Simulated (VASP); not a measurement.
Here is a VASP 6.6.1 calculation.

File INCAR:

```
PREC = Accurate
ENCUT = 520
EDIFF = 1E-6
ISMEAR = -1
SIGMA = 0.1048
LREAL = False
LASPH = True
NELM = 100
ALGO = Normal
ISIF = 2
LWAVE = False
LCHARG = False
GGA = PE
NBANDS = 47
```

The input KPOINTS:

```
regular mesh
0
Gamma
  5 5 5
```

File POSCAR:

```
Sr2ReIrO6
1.0
    0.0000000000      5.6667720000      0.0000000000
    5.6667720000      0.0000000000      0.0000000000
    2.8333860000      2.8333860000     -4.0457450000
Re Ir O Sr
1 1 6 2
Direct
    0.5000000000      0.5000000000      0.0000000000
    0.0000000000      0.0000000000      0.0000000000
    0.1997612389      0.3166030342      0.0000000000
    0.3166030342      0.8002387611      0.0000000000
    0.8002387611      0.6833969658      0.0000000000
    0.6833969658      0.1997612389      0.0000000000
    0.2577210062      0.2577210062      0.4845579875
    0.7422789938      0.7422789938      0.5154420125
    0.7500000000      0.2500000000      0.5000000000
    0.2500000000      0.7500000000      0.5000000000
```

Potentials or basis: VASP PAW PBE potentials, release 64 (Re, Ir, O, Sr_sv).

Run with:

```bash
$ cat potpaw_PBE.64/Re/POTCAR potpaw_PBE.64/Ir/POTCAR potpaw_PBE.64/O/POTCAR potpaw_PBE.64/Sr_sv/POTCAR > POTCAR
$ mpirun -np 1 vasp_std > vasp.out
```

Task: What does it give for the pressure?

Result: -2.2 GPa.

Task: What does it give for the largest force?

Result: 0.244 eV/Å.

Forces on the atoms (eV/Å):
```
Re   0.000  0.000  0.000
Ir   0.000  0.000  0.000
O   -0.105 -0.155  0.000
O    0.155 -0.105  0.000
O    0.105  0.155  0.000
O   -0.155  0.105  0.000
O    0.000  0.000 -0.244
O    0.000  0.000  0.244
Sr   0.000  0.000  0.000
Sr   0.000  0.000  0.000
```
